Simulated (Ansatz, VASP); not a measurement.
## One calculation of TaTe, two programs

INCAR

```
ALGO = Normal
EDIFF = 1E-6
ENCUT = 520
GGA = PE
ISIF = 2
ISMEAR = 0
ISPIN = 2
LASPH = True
LCHARG = False
LMAXMIX = 4
LORBIT = 11
LREAL = False
LWAVE = False
MAGMOM = 1.44 0
NBANDS = 20
NELM = 150
PREC = Accurate
SIGMA = 0.05
```

Contents of KPOINTS:

```
k-points
0
Gamma
  10 10 10
```

The input POSCAR:

```
TaTe
1.0
    0.0000000000      3.2015106337      3.2015106337
    3.2015106337      0.0000000000      3.2015106337
    3.2015106337      3.2015106337      0.0000000000
Ta Te
1 1
Direct
    0.0000000000      0.0000000000      0.0000000000
    0.2500000000      0.2500000000      0.2500000000
```

Input for Ansatz:

```yaml
crystal:
  lattice:
    - [0.0, 3.2015106337, 3.2015106337]
    - [3.2015106337, 0.0, 3.2015106337]
    - [3.2015106337, 3.2015106337, 0.0]
  atoms:
    - { symbol: Ta, position: [0.0, 0.0, 0.0], spin: 1.44 }
    - { symbol: Te, position: [0.25, 0.25, 0.25] }
basis:
  ecutwfc: 420
  ecutrho_ratio: 4
kpoints:
  mp_grid: { grid: [10, 10, 10] }
hamiltonian:
  xc: pbe
scf:
  occupations: { method: gaussian, width: 0.05 }
output:
  forces: true
  stress: true
  eigenvalues: true
  populations: true
  write_density: true
  write_potential: true
  elf: true
  volumetric_format: npy
magnetization:
  spin_polarized: true
```

Alike in both runs: task single point; functional PBE; k mesh 10 × 10 × 10; occupations gaussian, width 0.05 eV; collinear spin.

|  | VASP | Ansatz |
| --- | --- | --- |
| version | VASP 6.6.1 | Ansatz 0.2.0 |
| potentials or method | VASP PAW PBE potentials, release 64 (Ta_pv, Te), cutoff 520 eV | scalar-relativistic, plane waves, PAW |
| valence electrons in the cell | 17 | 29 |

```tsv
	VASP	Ansatz	Ansatz less VASP
gap on the k mesh at the Fermi level (eV)	none	none	-
pressure (GPa)	-2.1	-2.1	0.00
net moment per atom (μB)	1.13	1.13	+0.001
size of the moment on the site where the two differ most (μB)	1.51	1.38	-0.130
```

Site moments also hang on the region over which each program counts them. A gap of «none» marks a metal or a gap that the smearing closes. With one functional, cell and mesh, what is left measures potentials, basis and numerics. VASP's potentials hold 17 valence electrons a cell and Ansatz's 29, so a difference there can come from the potentials and not from the codes.

Spin-orbit coupling is off throughout.
